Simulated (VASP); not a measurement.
# Mn in VASP: further runs

Runs on Mn. Level: RPBE. Tasks: single point.

All numbers are computed with VASP 6.6.1; they aren't measurements. Logs are shortened: lines on timing, memory, paths and dates and some standing lists are left out, and cuts for length are marked.

## 1. The cell of the first run

The structure is tetragonal, space group I4/mmm (No. 139). The conventional cell has a = 2.611 Å, b = 2.611 Å, c = 3.527 Å, α = 90.00°, β = 90.00°, γ = 90.00°. Mn (site symmetry 4/mmm) has 18 Mn at 2.55 to 3.69 Å within 3.7 Å.

## 2. Single point, RPBE, collinear spin, antiferromagnetic start (12.02 Å³/atom)

The input, INCAR:

```
PREC     = Accurate       # precision mode
ENCUT    = 520            # plane-wave cutoff, eV
EDIFF    = 1E-6           # SCF threshold, eV
ISMEAR   = -1             # smearing method
SIGMA    = 0.05           # smearing width, eV
LREAL    = False          # projectors in reciprocal space
LASPH    = True           # aspherical terms in the spheres
NELM     = 150            # most SCF steps
ALGO     = Normal         # electronic algorithm
ISIF     = 2              # what is computed and relaxed
LWAVE    = False          # write WAVECAR
LCHARG   = False          # write CHGCAR
ISPIN    = 2              # spin polarisation
MAGMOM   = 2.145 -2.145   # initial moments
LORBIT   = 11             # projections on sites
LMAXMIX  = 4              # l up to which the mixer works
GGA      = RP             # functional
NBANDS   = 24             # bands
```

The input, KPOINTS:

```
Automatic mesh
0
Gamma
  14 14 10
```

The input, POSCAR:

```
Mn
1.0
    2.6112151513      0.0000000000      0.0000000000
    0.0000000000      2.6112151513      0.0000000000
    0.0000000000      0.0000000000      3.5271831417
Mn
2
Direct
    0.0000000000      1.0000000000      0.0000000000
    0.5000000000      0.5000000000      0.5000000000
```

Potentials or basis: VASP PAW PBE potentials, release 64 (Mn_pv).

Started as:

```console
$ cat potpaw_PBE.64/Mn_pv/POTCAR > POTCAR
$ mpirun -np 1 vasp_std > vasp.out
```

OUTCAR:

```text
PREC = Accurate
   ENCUT = 520
   EDIFF = 1E-6
   ISMEAR = -1
   LREAL = False
   LASPH = True
   NELM = 150
   ISIF = 2
   ISPIN = 2
   LORBIT = 11
   GGA = RP

 ion  position               nearest neighbor table
   1  0.000  0.000  0.000-   2 2.55   2 2.55   2 2.55   2 2.55   2 2.55   2 2.55   2 2.55   2 2.55

   2  0.500  0.500  0.500-   1 2.55   1 2.55   1 2.55   1 2.55   1 2.55   1 2.55   1 2.55   1 2.55

  LATTYP: Found a simple tetragonal cell.
 ALAT       =     2.6112151513
 C/A-ratio  =     1.3507822747

  Lattice vectors:

 A1 = (   2.6112151513,   0.0000000000,   0.0000000000)
 A2 = (   0.0000000000,   2.6112151513,   0.0000000000)
 A3 = (   0.0000000000,   0.0000000000,   3.5271831417)

Analysis of symmetry for initial positions (statically):
=====================================================================
 Subroutine PRICEL returns following result:

  LATTYP: Found a body centered tetragonal cell.
 ALAT       =     2.6112151513
 C/A-ratio  =     1.3507822747

  Lattice vectors:

 A1 = (  -1.3056075756,  -1.3056075756,  -1.7635915709)
 A2 = (   1.3056075756,   1.3056075756,  -1.7635915709)
 A3 = (   1.3056075756,  -1.3056075756,   1.7635915709)

   2 primitive cells build up your supercell.

 Routine SETGRP: Setting up the symmetry group for a
 simple tetragonal supercell.

 Subroutine GETGRP returns: Found 16 space group operations
 (whereof 16 operations were pure point group operations)
 out of a pool of 16 trial point group operations.

The static configuration has the point symmetry D_4h.

Analysis of symmetry for dynamics (positions and initial velocities):
=====================================================================
 Subroutine PRICEL returns following result:

  LATTYP: Found a body centered tetragonal cell.
 ALAT       =     2.6112151513
 C/A-ratio  =     1.3507822747

  Lattice vectors:

 A1 = (  -1.3056075756,  -1.3056075756,  -1.7635915709)
 A2 = (   1.3056075756,   1.3056075756,  -1.7635915709)
 A3 = (   1.3056075756,  -1.3056075756,   1.7635915709)

   2 primitive cells build up your supercell.

 Routine SETGRP: Setting up the symmetry group for a
 simple tetragonal supercell.

 Subroutine GETGRP returns: Found 16 space group operations
 (whereof 16 operations were pure point group operations)
 out of a pool of 16 trial point group operations.

The dynamic configuration has the point symmetry D_4h.

Analysis of structural, dynamic, and magnetic symmetry:
=====================================================================
 Subroutine PRICEL returns following result:

  LATTYP: Found a body centered tetragonal cell.
 ALAT       =     2.6112151513
 C/A-ratio  =     1.3507822747

  Lattice vectors:

 A1 = (  -1.3056075756,  -1.3056075756,  -1.7635915709)
 A2 = (   1.3056075756,   1.3056075756,  -1.7635915709)
 A3 = (   1.3056075756,  -1.3056075756,   1.7635915709)

   2 primitive cells build up your supercell.

 Routine SETGRP: Setting up the symmetry group for a
 simple tetragonal supercell.

 Subroutine GETGRP returns: Found 16 space group operations
 (whereof 16 operations were pure point group operations)
 out of a pool of 16 trial point group operations.

The overall configuration has the point symmetry D_4h.

 Subroutine INISYM returns: Found 16 space group operations
 (whereof 16 operations are pure point group operations),
 and found     2 'primitive' translations

----------------------------------------------------------------------------------------

                                     Primitive cell

  volume of cell :      12.0250

  direct lattice vectors                    reciprocal lattice vectors
    -1.305607576 -1.305607576 -1.763591571     0.000000000 -0.382963464 -0.283512355
     1.305607576  1.305607576 -1.763591571     0.382963464  0.000000000 -0.283512355
     1.305607576 -1.305607576  1.763591571     0.382963464 -0.382963464  0.000000000

  length of vectors
     2.553326754  2.553326754  2.553326754     0.476487430  0.476487430  0.541592125

  position of ions in fractional coordinates (direct lattice)
     0.000000000  0.000000000  0.000000000

  ion indices of the primitive-cell ions
   primitive index   ion index
                 1           1

----------------------------------------------------------------------------------------

 KPOINTS: Automatic mesh

Automatic generation of k-mesh.
 Grid dimensions read from file:
 generate k-points for:   14   14   10

 Generating k-lattice:

  Cartesian coordinates                     Fractional coordinates (reciprocal lattice)
     0.027354533  0.000000000  0.000000000     0.071428571  0.000000000  0.000000000
     0.000000000  0.027354533  0.000000000     0.000000000  0.071428571  0.000000000
     0.000000000  0.000000000  0.028351236     0.000000000  0.000000000  0.100000000

  Length of vectors
     0.027354533  0.027354533  0.028351236

  Shift w.r.t. Gamma in fractional coordinates (k-lattice)
     0.000000000  0.000000000  0.000000000

 Subroutine IBZKPT returns following result:
 ===========================================

 Found    216 irreducible k-points:

 Following reciprocal coordinates:
            Coordinates               Weight
  0.000000  0.000000  0.000000      1.000000
  0.071429  0.000000  0.000000      4.000000
  0.142857  0.000000  0.000000      4.000000
  0.214286  0.000000  0.000000      4.000000
  0.285714  0.000000  0.000000      4.000000
  0.357143  0.000000  0.000000      4.000000
[... 16 lines left out ...]
  0.285714  0.214286  0.000000      8.000000
  0.357143  0.214286  0.000000      8.000000
 [... further k-points ...]
   k-points           NKPTS =    216   k-points in BZ     NKDIM =    216   number of bands    NBANDS=     24
   number of dos      NEDOS =    301   number of ions     NIONS =      2
   total plane-waves  NPLWV =  11200
   dimension x,y,z NGX =    20 NGY =   20 NGZ =   28
   dimension x,y,z NGXF=    40 NGYF=   40 NGZF=   56
   ions per type =               2
   NGX,Y,Z   is equivalent  to a cutoff of  12.73, 12.73, 13.20 a.u.
   NGXF,Y,Z  is equivalent  to a cutoff of  25.47, 25.47, 26.39 a.u.
 SYSTEM =  unknown system
   PREC   = accura    normal or accurate (medium, high low for compatibility)
   ISTART =      0    job   : 0-new  1-cont  2-samecut
   ICHARG =      2    charge: 1-file 2-atom 10-const
   ISPIN  =      2    spin polarized calculation?
   LNONCOLLINEAR =      F non collinear calculations
   LSORBIT =      F    spin-orbit coupling
   LASPH  =      T    aspherical Exc in radial PAW
   ENCUT  =  520.0 eV  38.22 Ry    6.18 a.u.   4.86  4.86  6.56*2*pi/ulx,y,z
   NELM   =    150;   NELMIN=  2; NELMDL= -5     # of ELM steps
   EDIFF  = 0.1E-05   stopping-criterion for ELM
   LREAL  =      F    real-space projection
   EDIFFG = 0.1E-04   stopping-criterion for IOM
   NSW    =      0    number of steps for IOM
   IBRION =     -1    ionic relax: 0-MD 1-quasi-New 2-CG
   NFREE  =      0    steps in history (QN), initial steepest desc. (CG)
   ISIF   =      2    stress and relaxation
   ISYM   =      2    0-nonsym 1-usesym 2-fastsym
   POTIM  = 0.5000    time-step for ionic-motion
   TEBEG  =    0.0;   TEEND  =   0.0 temperature during run
   PSTRESS=    0.0 pullay stress
   NELECT =      26.0000    total number of electrons
   NUPDOWN=      -1.0000    fix difference up-down
   EMIN   =  10.00;   EMAX   =-10.00  energy-range for DOS
   EFERMI =   0.00;   METHOD = LEGACY
   ISMEAR =    -1;   SIGMA  =   0.05  broadening in eV -4-tet -1-fermi 0-gaus
   EFERMI_NEDOS =   21; number of points for ismear=-14 and -15
   IALGO  =     38    algorithm
   IMIX   =      4    mixing-type and parameters
     AMIX     =   0.40;   BMIX     =  1.00
     AMIX_MAG =   1.60;   BMIX_MAG =  1.00
  volume/ion in A,a.u.               =      12.02        81.15
  Fermi-wavevector in a.u.,A,eV,Ry     =   1.680202  3.175121 38.410320  2.823079
  Thomas-Fermi vector in A             =   2.763978
   LORBIT       =     11    0 simple, 1 ext, 2 COOP (PROOUT), +10 PAW based schemes
   GGA     = RP    functional components
   LHFCALC =     F    Hartree Fock is set to
   AEXX    =    0.0000 exact exchange contribution
   IVDW    =     0    specifies the selected vdW correction
   LEPSILON=     F    determine dielectric tensor
   LRPA    =     F    only Hartree local field effects (RPA)
 spin polarized calculation
  energy-cutoff  :      520.00
  volume of cell :       24.05
 maximum number of plane-waves:       676
 NGX is ok and might be reduce to    20
   NGX =  9   NGY =  9   NGZ = 13

 number of electron      25.9999983 magnetization      -0.0000000

 number of electron      25.9999983 magnetization       0.0000000

 Free energy of the ion-electron system (eV)
  ---------------------------------------------------
  ext. energy  EPLUGINS =         0.00000000
  ---------------------------------------------------
  free energy    TOTEN  =       -16.97075660 eV

  energy without entropy =      -16.95196120  energy(sigma->0) =      -16.96135890

 E-fermi :   9.3292     XC(G=0): -13.1797

 val. band max:        9.3266819313   @ k =   0.5000   0.0000   0.4000
 cond. band min:       9.3306671621   @ k =   0.5000   0.0714   0.5000
 fundamental gap:      0.0039852308
 Fermi energy:         9.3291515316

 spin component 1

 k-point     1 :       0.0000    0.0000    0.0000
  band No.  band energies     occupation
      1     -39.8919      1.00000
      2     -39.5930      1.00000
      3     -39.5930      1.00000
      4     -37.4297      1.00000
      5     -37.2951      1.00000
      6     -37.2951      1.00000
[... 637 lines left out ...]
     23      26.3355      0.00000
     24      27.6231      0.00000

 [... further k-points ...]

 spin component 2

 k-point     1 :       0.0000    0.0000    0.0000
  band No.  band energies     occupation
      1     -39.8919      1.00000
      2     -39.5930      1.00000
      3     -39.5930      1.00000
      4     -37.4297      1.00000
      5     -37.2951      1.00000
      6     -37.2951      1.00000
[... 637 lines left out ...]
     23      26.3355      0.00000
     24      27.6231      0.00000

 [... further k-points ...]

------------------------ aborting loop because EDIFF is reached ----------------------------------------

  FORCE on cell =-STRESS in cart. coord.  units (eV):
  Direction    XX          YY          ZZ          XY          YZ          ZX
  --------------------------------------------------------------------------------------
  -------------------------------------------------------------------------------------
  Total        0.0628031      0.0628031      0.0878263      0.0000000      0.0000000      0.0000000
  in kB        4.1838710      4.1838710      5.8508885      0.0000000      0.0000000      0.0000000
  external PRESSURE =       4.7395435 kB  Pullay stress =       0.0000000 kB

 VOLUME and BASIS-vectors are now :
 -----------------------------------------------------------------------------
  energy-cutoff  :      520.00
  volume of cell :       24.05
      direct lattice vectors                 reciprocal lattice vectors
     2.611215151  0.000000000  0.000000000     0.382963464  0.000000000  0.000000000
     0.000000000  2.611215151  0.000000000     0.000000000  0.382963464  0.000000000
     0.000000000  0.000000000  3.527183142     0.000000000  0.000000000  0.283512355

 POSITION                                       TOTAL-FORCE (eV/Angst)
 -----------------------------------------------------------------------------------
      0.00000      0.00000      0.00000        -0.000000     -0.000000      0.000000
      1.30561      1.30561      1.76359         0.000000      0.000000      0.000000
 -----------------------------------------------------------------------------------
    total drift:                               -0.000000      0.000000      0.000000

  FREE ENERGIE OF THE ION-ELECTRON SYSTEM (eV)
  ---------------------------------------------------
  free  energy   TOTEN  =       -16.9707566012 eV

  energy  without entropy=      -16.9519611997  energy(sigma->0) =      -16.96135890

 total charge

# of ion       s       p       d       tot
------------------------------------------
    1        0.391   6.346   5.039  11.776
    2        0.391   6.346   5.039  11.776
--------------------------------------------------
tot          0.782  12.691  10.079  23.551

 magnetization (x)

# of ion       s       p       d       tot
------------------------------------------
    1        0.027   0.036   2.142   2.205
    2       -0.027  -0.036  -2.142  -2.205
--------------------------------------------------
tot         -0.000   0.000   0.000  -0.000
```

It took 83 s on 1 thread of Intel Xeon 6975P-C (Granite Rapids), shared host; peak memory 0.27 GiB.

Results:

- Free energy: -16.9708 eV
- Pressure: 0.5 GPa
- Band gap on the k mesh: zero (filled and empty bands overlap)
- Net moment: 0.00 μB per cell
- Site moments: Mn +2.21, -2.21 μB
- Valence electrons inside the program's atomic spheres: Mn 11.78

Caveat: the PAW data sets were made with another functional, which shifts forces and pressure a little.

## 3. Single point, RPBE, collinear spin, antiferromagnetic start (12.51 Å³/atom)

This run uses another cell than the first one, of 12.51 Å³/atom.

The input, INCAR:

```
SYSTEM = Mn
  PREC = Accurate
  ENCUT = 520
  EDIFF = 1E-6
  ISMEAR = -1
  SIGMA = 0.05
  LREAL = .FALSE.
  LASPH = .TRUE.
  NELM = 150
  ALGO = Normal
  ISIF = 2
  LWAVE = .FALSE.
  LCHARG = .FALSE.
  ISPIN = 2
  MAGMOM = 2.145 -2.145
  LORBIT = 11
  LMAXMIX = 4
  GGA = RP
  NBANDS = 24
```

The input, KPOINTS:

```
regular mesh
0
G
  14 14 10
  0 0 0
```

The input, POSCAR:

```
Mn
1.0
    2.6455771859      0.0000000000      0.0000000000
    0.0000000000      2.6455771859      0.0000000000
    0.0000000000      0.0000000000      3.5735987690
Mn
2
Direct
    0.0000000000      1.0000000000      0.0000000000
    0.5000000000      0.5000000000      0.5000000000
```

Potentials or basis: VASP PAW PBE potentials, release 64 (Mn_pv).

Started as:

```console
$ cat potpaw_PBE.64/Mn_pv/POTCAR > POTCAR
$ mpirun -np 1 vasp_std > vasp.out
```

Run time: 82 s. Hardware: 1 thread of Intel Xeon 6975P-C (Granite Rapids), shared host; peak memory 0.27 GiB.

The run converged. Its results:

| Item | Value |
| --- | --- |
| Free energy | -16.9610 eV |
| Pressure | -3.7 GPa |
| Band gap on the k mesh | zero (filled and empty bands overlap) |
| Net moment | 0.00 μB per cell |
| Site moments | Mn +2.38, -2.38 μB |
| Valence electrons inside the program's atomic spheres | Mn 11.71 |

Stress tensor (GPa, compression positive):
```
-3.94  0.00  0.00
 0.00 -3.94  0.00
 0.00  0.00 -3.15
```

Levels at points of the mesh, in eV from the Fermi level:
Spin up:
| k point | band 11 | band 12 | band 13 | band 14 | band 15 | band 16 |
| --- | --- | --- | --- | --- | --- | --- |
| (0.00, 0.00, 0.00) | -1.50 | -0.64 | -0.47 | 0.78 | 2.06 | 2.06 |
| (0.50, 0.00, 0.00) | -1.48 | -0.87 | -0.86 | -0.60 | 1.12 | 1.49 |
| (0.50, 0.50, 0.00) | 0.53 | 0.88 | 1.92 | 1.92 | 2.07 | 2.39 |
| (0.00, 0.00, 0.50) | -1.28 | -1.12 | -1.12 | -0.55 | 0.88 | 1.13 |
| (0.50, 0.00, 0.50) | -1.48 | -0.09 | 0.03 | 0.14 | 0.74 | 1.93 |
| (0.50, 0.50, 0.50) | -1.18 | -1.18 | -0.96 | 0.53 | 1.60 | 2.52 |
Spin down:
| k point | band 11 | band 12 | band 13 | band 14 | band 15 | band 16 |
| --- | --- | --- | --- | --- | --- | --- |
| (0.00, 0.00, 0.00) | -1.50 | -0.64 | -0.47 | 0.78 | 2.06 | 2.06 |
| (0.50, 0.00, 0.00) | -1.48 | -0.87 | -0.86 | -0.60 | 1.12 | 1.49 |
| (0.50, 0.50, 0.00) | 0.53 | 0.88 | 1.92 | 1.92 | 2.07 | 2.39 |
| (0.00, 0.00, 0.50) | -1.28 | -1.12 | -1.12 | -0.55 | 0.88 | 1.13 |
| (0.50, 0.00, 0.50) | -1.48 | -0.09 | 0.03 | 0.14 | 0.74 | 1.93 |
| (0.50, 0.50, 0.50) | -1.18 | -1.18 | -0.96 | 0.53 | 1.60 | 2.52 |

Caveat: the cell stands under tension; the PAW data sets were made with another functional, which shifts forces and pressure a little.

## 4. Single point, RPBE, collinear spin, ferromagnetic start (10.96 Å³/atom)

The input, INCAR:

```
ALGO = Normal ; EDIFF = 1E-6
ENCUT = 520 ; GGA = RP
ISIF = 2 ; ISMEAR = -1
ISPIN = 2 ; LASPH = True
LCHARG = False ; LMAXMIX = 4
LORBIT = 11 ; LREAL = False
LWAVE = False ; MAGMOM = 3
NBANDS = 16 ; NELM = 150
PREC = Accurate ; SIGMA = 0.05
```

The input, KPOINTS:

```
k-points
0
Gamma
  17 17 17
```

The input, POSCAR:

```
Mn
1.0
    0.0000000000      1.7630155504      1.7630155504
    1.7630155504      0.0000000000      1.7630155504
    1.7630155504      1.7630155504      0.0000000000
Mn
1
Direct
    0.0000000000      0.0000000000      0.0000000000
```

Started as:

```console
$ cat potpaw_PBE.64/Mn_pv/POTCAR > POTCAR
$ mpirun -np 1 vasp_std > vasp.out
```

It took 2.2 min on 1 thread of AMD EPYC 7R43 (Zen 3), shared host; peak memory 0.12 GiB.

The run converged. Its results:

```yaml
Free_energy: -8.3725 eV
Pressure: 0.2 GPa
Net_moment: 0.01 μB per cell
Valence_electrons_inside_the_program's_atomic_spheres: Mn 11.93
```

Levels at points of the mesh, in eV from the Fermi level:
Spin up:
```csv
k point,band 3,band 4,band 5,band 6,band 7,band 8,band 9,band 10,band 11,band 12
"(0.00, 0.00, 0.00)",-47.76,-8.23,-1.12,-1.12,-1.12,0.51,0.51,21.23,26.95,26.95
```
Spin down:
| k point | band 3 | band 4 | band 5 | band 6 | band 7 | band 8 | band 9 | band 10 | band 11 | band 12 |
| --- | --- | --- | --- | --- | --- | --- | --- | --- | --- | --- |
| (0.00, 0.00, 0.00) | -47.74 | -8.23 | -1.12 | -1.12 | -1.12 | 0.54 | 0.54 | 21.23 | 26.95 | 26.95 |

Caveat: the PAW data sets were made with another functional, which shifts forces and pressure a little.
